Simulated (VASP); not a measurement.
# TiAl (lda) (Pm-3m) in VASP: notebook

TiAl (lda) is run at these levels: LDA; tasks: single point, relaxation of cell and atoms.

All numbers are computed with VASP 6.6.1; they aren't measurements. Logs are shortened: lines on timing, memory, paths and dates and some standing lists are left out, and cuts for length are marked.

**1. The cell of the first run**

It takes space group Pm-3m (No. 221, cubic). The conventional cell has a = 3.179 Å, b = 3.179 Å, c = 3.179 Å, α = 90.00°, β = 90.00°, γ = 90.00°. Within 3.6 Å of Ti (site symmetry m-3m) lie 8 Al at 2.75 Å and 6 Ti at 3.18 Å. Al (site symmetry m-3m) has 8 Ti at 2.75 Å and 6 Al at 3.18 Å within 3.6 Å.

**2. Single point, LDA**

INCAR reads:

```
SYSTEM = TiAl
PREC     = Accurate       ! precision mode
ENCUT    = 520            ! plane-wave cutoff, eV
EDIFF    = 1E-7           ! SCF threshold, eV
ISMEAR   = 0              ! smearing method
SIGMA    = 0.1            ! smearing width, eV
LREAL    = .False.        ! projectors in reciprocal space
LASPH    = .True.         ! aspherical terms in the spheres
NELM     = 80             ! most SCF steps
ALGO     = Normal         ! electronic algorithm
ISIF     = 2              ! what is computed and relaxed
LWAVE    = .False.        ! write WAVECAR
LCHARG   = .False.        ! write CHGCAR
GGA      = CA             ! functional
NBANDS   = 14             ! bands
```

KPOINTS reads:

```
Automatic mesh
0
Gamma
  6 6 6
  0 0 0
```

POSCAR reads:

```
TiAl
1.0
    3.1790640000      0.0000000000      0.0000000000
    0.0000000000      3.1790640000      0.0000000000
    0.0000000000      0.0000000000      3.1790640000
Ti Al
1 1
Direct
    0.0000000000      0.0000000000      0.0000000000
    0.5000000000      0.5000000000      0.5000000000
```

Potentials or basis: VASP PAW LDA potentials, release 64 (Ti_sv, Al).

On the command line:

```sh
$ cat potpaw_LDA.64/Ti_sv/POTCAR potpaw_LDA.64/Al/POTCAR > POTCAR
$ mpirun -np 1 vasp_std > vasp.out
```

OUTCAR:

```text
SYSTEM = TiAl
   PREC = Accurate
   ENCUT = 520
   EDIFF = 1E-7
   ISMEAR = 0
   LREAL = .False.
   LASPH = .True.
   NELM = 80
   ISIF = 2
   GGA = CA

 ion  position               nearest neighbor table
   1  0.000  0.000  0.000-   2 2.75   2 2.75   2 2.75   2 2.75   2 2.75   2 2.75   2 2.75   2 2.75

   2  0.500  0.500  0.500-   1 2.75   1 2.75   1 2.75   1 2.75   1 2.75   1 2.75   1 2.75   1 2.75

  LATTYP: Found a simple cubic cell.
 ALAT       =     3.1790640000

  Lattice vectors:

 A1 = (   3.1790640000,   0.0000000000,   0.0000000000)
 A2 = (   0.0000000000,   3.1790640000,   0.0000000000)
 A3 = (   0.0000000000,   0.0000000000,   3.1790640000)

Analysis of symmetry for initial positions (statically):
=====================================================================
 Subroutine PRICEL returns:
 Original cell was already a primitive cell.

 Routine SETGRP: Setting up the symmetry group for a
 simple cubic supercell.

 Subroutine GETGRP returns: Found 48 space group operations
 (whereof 48 operations were pure point group operations)
 out of a pool of 48 trial point group operations.

The static configuration has the point symmetry O_h .

Analysis of symmetry for dynamics (positions and initial velocities):
=====================================================================
 Subroutine PRICEL returns:
 Original cell was already a primitive cell.

 Routine SETGRP: Setting up the symmetry group for a
 simple cubic supercell.

 Subroutine GETGRP returns: Found 48 space group operations
 (whereof 48 operations were pure point group operations)
 out of a pool of 48 trial point group operations.

The dynamic configuration has the point symmetry O_h .

 Subroutine INISYM returns: Found 48 space group operations
 (whereof 48 operations are pure point group operations),
 and found     1 'primitive' translations

----------------------------------------------------------------------------------------

                                     Primitive cell

  volume of cell :      32.1290

  direct lattice vectors                    reciprocal lattice vectors
     3.179064000  0.000000000  0.000000000     0.314557996  0.000000000  0.000000000
     0.000000000  3.179064000  0.000000000     0.000000000  0.314557996  0.000000000
     0.000000000  0.000000000  3.179064000     0.000000000  0.000000000  0.314557996

  length of vectors
     3.179064000  3.179064000  3.179064000     0.314557996  0.314557996  0.314557996

  position of ions in fractional coordinates (direct lattice)
     0.000000000  0.000000000  0.000000000
     0.500000000  0.500000000  0.500000000

  ion indices of the primitive-cell ions
   primitive index   ion index
                 1           1
[... 82 lines left out ...]
   EFERMI =   0.00;   METHOD = LEGACY
   ISMEAR =     0;   SIGMA  =   0.10  broadening in eV -4-tet -1-fermi 0-gaus
   EFERMI_NEDOS =   21; number of points for ismear=-14 and -15
   IALGO  =     38    algorithm
   IMIX   =      4    mixing-type and parameters
     AMIX     =   0.40;   BMIX     =  1.00
     AMIX_MAG =   1.60;   BMIX_MAG =  1.00
  volume/ion in A,a.u.               =      16.06       108.41
  Fermi-wavevector in a.u.,A,eV,Ry     =   1.270007  2.399964 21.945065  1.612917
  Thomas-Fermi vector in A             =   2.403017
   LORBIT       =      0    0 simple, 1 ext, 2 COOP (PROOUT), +10 PAW based schemes
   GGA     = CA    functional components
   LHFCALC =     F    Hartree Fock is set to
   AEXX    =    0.0000 exact exchange contribution
   IVDW    =     0    specifies the selected vdW correction
   LEPSILON=     F    determine dielectric tensor
   LRPA    =     F    only Hartree local field effects (RPA)
 non-spin polarized calculation
 Gauss-broadening in eV      SIGMA  =   0.10
  energy-cutoff  :      520.00
  volume of cell :       32.13
 maximum number of plane-waves:       912
 NGX is ok and might be reduce to    24
   NGX = 11   NGY = 11   NGZ = 11

 number of electron      14.9999994 magnetization

 Free energy of the ion-electron system (eV)
  ---------------------------------------------------
  ext. energy  EPLUGINS =         0.00000000
  ---------------------------------------------------
  free energy    TOTEN  =       -13.27383401 eV

  energy without entropy =      -13.26057993  energy(sigma->0) =      -13.26720697

 E-fermi :   8.5362     XC(G=0): -11.3152

 val. band max:        8.4764333381   @ k =   0.3333   0.3333   0.1667
 cond. band min:       8.5903783629   @ k =   0.3333   0.1667   0.0000
 fundamental gap:      0.1139450248
 Fermi energy:         8.5361873164

 k-point     1 :       0.0000    0.0000    0.0000
  band No.  band energies     occupation
      1     -47.6563      2.00000
      2     -24.2418      2.00000
      3     -24.2418      2.00000
      4     -24.2418      2.00000
      5      -0.6725      2.00000
      6       7.1175      2.00000
      7       7.1175      2.00000
      8      10.2826      0.00000
      9      10.2826      0.00000
     10      10.2826      0.00000
     11      12.9387      0.00000
     12      12.9387      0.00000
     13      12.9387      0.00000
     14      17.4312      0.00000
[... 309 lines left out ...]
      1     -47.6103      2.00000
      2     -24.3719      2.00000
      3     -24.3719      2.00000
      4     -24.3719      2.00000
      5       5.4495      2.00000
      6       5.4495      2.00000
      7       5.4495      2.00000
      8       9.0832      0.00000
      9      11.3380      0.00000
     10      11.3380      0.00000
     11      11.5229      0.00000
     12      11.5229      0.00000
     13      11.5229      0.00000
     14      15.0654      0.00000

------------------------ aborting loop because EDIFF is reached ----------------------------------------

  FORCE on cell =-STRESS in cart. coord.  units (eV):
  Direction    XX          YY          ZZ          XY          YZ          ZX
  --------------------------------------------------------------------------------------
  -------------------------------------------------------------------------------------
  Total       -1.1894647     -1.1894647     -1.1894647     -0.0000000      0.0000000     -0.0000000
  in kB      -59.3149695    -59.3149695    -59.3149695     -0.0000000      0.0000000     -0.0000000
  external PRESSURE =     -59.3149695 kB  Pullay stress =       0.0000000 kB

 VOLUME and BASIS-vectors are now :
 -----------------------------------------------------------------------------
  energy-cutoff  :      520.00
  volume of cell :       32.13
      direct lattice vectors                 reciprocal lattice vectors
     3.179064000  0.000000000  0.000000000     0.314557996  0.000000000  0.000000000
     0.000000000  3.179064000  0.000000000     0.000000000  0.314557996  0.000000000
     0.000000000  0.000000000  3.179064000     0.000000000  0.000000000  0.314557996

 POSITION                                       TOTAL-FORCE (eV/Angst)
 -----------------------------------------------------------------------------------
      0.00000      0.00000      0.00000         0.000000      0.000000      0.000000
      1.58953      1.58953      1.58953         0.000000      0.000000      0.000000
 -----------------------------------------------------------------------------------
    total drift:                                0.000000      0.000000      0.000000

  FREE ENERGIE OF THE ION-ELECTRON SYSTEM (eV)
  ---------------------------------------------------
  free  energy   TOTEN  =       -13.2738340082 eV

  energy  without entropy=      -13.2605799330  energy(sigma->0) =      -13.26720697
```

OSZICAR:

```text
N       E                     dE             d eps       ncg     rms          rms(c)
DAV:   1     0.947483397832E+02    0.94748E+02   -0.70736E+03   560   0.109E+03
DAV:   2    -0.984980836152E+01   -0.10460E+03   -0.10093E+03   602   0.297E+02
DAV:   3    -0.147653162035E+02   -0.49155E+01   -0.48323E+01   834   0.623E+01
DAV:   4    -0.149001349227E+02   -0.13482E+00   -0.13470E+00   650   0.905E+00
DAV:   5    -0.149055154463E+02   -0.53805E-02   -0.53801E-02   824   0.167E+00    0.960E+00
DAV:   6    -0.133716192380E+02    0.15339E+01   -0.49932E+00   636   0.301E+01    0.278E+00
DAV:   7    -0.132905048812E+02    0.81114E-01   -0.43395E-01   614   0.887E+00    0.168E+00
DAV:   8    -0.132757481866E+02    0.14757E-01   -0.51582E-02   736   0.199E+00    0.504E-01
DAV:   9    -0.132737273745E+02    0.20208E-02   -0.73000E-03   640   0.112E+00    0.154E-01
DAV:  10    -0.132738321060E+02   -0.10473E-03   -0.40838E-04   670   0.226E-01    0.748E-03
DAV:  11    -0.132738350339E+02   -0.29278E-05   -0.56933E-05   754   0.576E-02    0.116E-02
DAV:  12    -0.132738341516E+02    0.88231E-06   -0.19621E-06   656   0.170E-02    0.330E-03
DAV:  13    -0.132738340080E+02    0.14357E-06   -0.35699E-07   700   0.406E-03    0.456E-04
DAV:  14    -0.132738340082E+02   -0.18395E-09   -0.73433E-09   334   0.749E-04
   1 F= -.13273834E+02 E0= -.13267207E+02  d E =-.132541E-01
```

Wall time 6.1 s (1 thread of Intel Xeon 6975P-C, shared host); peak memory 0.13 GiB.

What came out:

```yaml
Free_energy: -13.2738 eV
Pressure: -5.9 GPa
```

Levels at points of the mesh, in eV from the Fermi level:
| k point | band 4 | band 5 | band 6 | band 7 | band 8 | band 9 | band 10 | band 11 |
| --- | --- | --- | --- | --- | --- | --- | --- | --- |
| (0.00, 0.00, 0.00) | -32.78 | -9.21 | -1.42 | -1.42 | 1.75 | 1.75 | 1.75 | 4.40 |
| (0.50, 0.00, 0.00) | -32.76 | -5.98 | -5.13 | -0.54 | 0.10 | 0.10 | 1.95 | 2.99 |
| (0.50, 0.50, 0.00) | -32.75 | -5.02 | -2.03 | -2.03 | -1.44 | 0.66 | 0.66 | 2.74 |
| (0.50, 0.50, 0.50) | -32.91 | -3.09 | -3.09 | -3.09 | 0.55 | 2.80 | 2.80 | 2.99 |

**3. Single point, LDA**

This run uses another cell than the first one, of 15.25 Å³/atom, 0.949 times its volume.

INCAR reads:

```
SYSTEM = TiAl
PREC = Accurate ; ENCUT = 520
EDIFF = 1E-7 ; ISMEAR = 0
SIGMA = 0.1 ; LREAL = .False.
LASPH = .True. ; NELM = 80
ALGO = Fast ; ISIF = 2
LWAVE = .False. ; LCHARG = .False.
NBANDS = 14
```

KPOINTS reads:

```
Automatic mesh
0
Gamma
  14 14 14
  0 0 0
```

POSCAR reads:

```
TiAl
1.0
    3.1242066255      0.0000000000      0.0000000000
    0.0000000000      3.1242066255      0.0000000000
    0.0000000000      0.0000000000      3.1242066255
Ti Al
1 1
Direct
    0.0000000000      0.0000000000      0.0000000000
    0.5000000000      0.5000000000      0.5000000000
```

Potentials or basis: VASP PAW LDA potentials, release 64 (Ti_sv, Al).

On the command line:

```sh
$ cat potpaw_LDA.64/Ti_sv/POTCAR potpaw_LDA.64/Al/POTCAR > POTCAR
$ mpirun -np 1 vasp_std > vasp.out
```

It took 50 s on 1 thread of Intel Xeon 6975P-C, shared host; peak memory 0.16 GiB.

Results (log left out):

```
Free energy : -13.3051 eV
Pressure    : 0.2 GPa
```

Levels at points of the mesh, in eV from the Fermi level:
```csv
k point,band 4,band 5,band 6,band 7,band 8,band 9,band 10,band 11
"(0.00, 0.00, 0.00)",-32.67,-9.43,-1.54,-1.54,1.87,1.87,1.87,4.67
"(0.50, 0.00, 0.00)",-32.65,-6.04,-5.27,-0.60,0.12,0.12,2.09,3.22
"(0.50, 0.50, 0.00)",-32.63,-5.15,-2.03,-2.03,-1.51,0.69,0.69,2.94
"(0.50, 0.50, 0.50)",-32.83,-3.24,-3.24,-3.24,0.87,3.01,3.01,3.15
```

**4. Relaxation of cell and atoms, LDA**

INCAR reads:

```
PREC = Accurate
ENCUT = 600
EDIFF = 1E-6
ISMEAR = 0
SIGMA = 0.1
LREAL = F
LASPH = T
NELM = 60
ALGO = Normal
ISIF = 3
LWAVE = F
LCHARG = F
IBRION = 2
NSW = 100
EDIFFG = -0.002
```

KPOINTS reads:

```
Automatic mesh
0
Gamma
  14 14 14
```

POSCAR reads:

```
TiAl
1.0
    3.1790640000      0.0000000000      0.0000000000
    0.0000000000      3.1790640000      0.0000000000
    0.0000000000      0.0000000000      3.1790640000
Ti Al
1 1
Direct
    0.0000000000      0.0000000000      0.0000000000
    0.5000000000      0.5000000000      0.5000000000
```

On the command line:

```sh
$ cat potpaw_LDA.64/Ti_sv/POTCAR potpaw_LDA.64/Al/POTCAR > POTCAR
$ mpirun -np 1 vasp_std > vasp.out
```

Run time: 95 s. Hardware: 1 thread of Intel Xeon 6975P-C, shared host; peak memory 0.2 GiB.

Results (log left out):

```yaml
Free_energy: -13.3055 eV
Relaxed_volume: 15.27 Å³/atom
Relaxed_cell: a = 3.126 Å, b = 3.126 Å, c = 3.126 Å, α = 90.00°, β = 90.00°, γ = 90.00°
Space_group_after_relaxing_to_0.05_Å: Pm-3m (No. 221)
Energy_gained_by_relaxing: 15.0 meV/atom
Ionic_steps: 3
Pressure_after_relaxing: 0.0 GPa
```

Step by step:
```csv
step,energy change (eV),largest force (eV/Å),pressure (GPa),volume (Å³)
1,0.0000,0.0000,-5.85,32.13
2,-0.0148,0.0000,4.66,29.48
3,-0.0299,0.0000,-0.01,30.55
```

Final structure:
```xyz
2
Lattice="3.1260 0.0000 0.0000 0.0000 3.1260 0.0000 0.0000 0.0000 3.1260" Properties=species:S:1:pos:R:3 pbc="T T T"
Ti    0.0000    0.0000    0.0000
Al    1.5630    1.5630    1.5630
```

Levels at points of the mesh, in eV from the Fermi level:
| k point | band 3 | band 4 | band 5 | band 6 | band 7 | band 8 | band 9 | band 10 | band 11 |
| --- | --- | --- | --- | --- | --- | --- | --- | --- | --- |
| (0.00, 0.00, 0.00) | -32.68 | -32.68 | -9.42 | -1.54 | -1.54 | 1.86 | 1.86 | 1.86 | 4.66 |
| (0.50, 0.00, 0.00) | -32.66 | -32.66 | -6.03 | -5.27 | -0.60 | 0.12 | 0.12 | 2.09 | 3.21 |
| (0.50, 0.50, 0.00) | -32.86 | -32.64 | -5.15 | -2.03 | -2.03 | -1.50 | 0.69 | 0.69 | 2.93 |
| (0.50, 0.50, 0.50) | -32.83 | -32.83 | -3.24 | -3.24 | -3.24 | 0.86 | 3.00 | 3.00 | 3.14 |

**5. Overview**

| task | cell | k mesh | cutoff (eV) | gap on the mesh (eV) | pressure (GPa) |
| --- | --- | --- | --- | --- | --- |
| single point | a = 3.179 Å, 2 atoms | 6 × 6 × 6 | 520 | none | -5.9 |
| single point | a = 3.124 Å, 2 atoms | 14 × 14 × 14 | 520 | none | 0.2 |
| relaxation of cell and atoms | relaxed from a = 3.179 Å, 2 atoms | 14 × 14 × 14 | 600 | none | 0.0 |

Alike in all rows: level LDA; potentials or basis VASP PAW LDA potentials, release 64 (Ti_sv, Al); no spin polarisation; smearing gaussian 0.1 eV.

Total energies depend on the potentials used, so only differences within one code and one set of settings carry meaning.
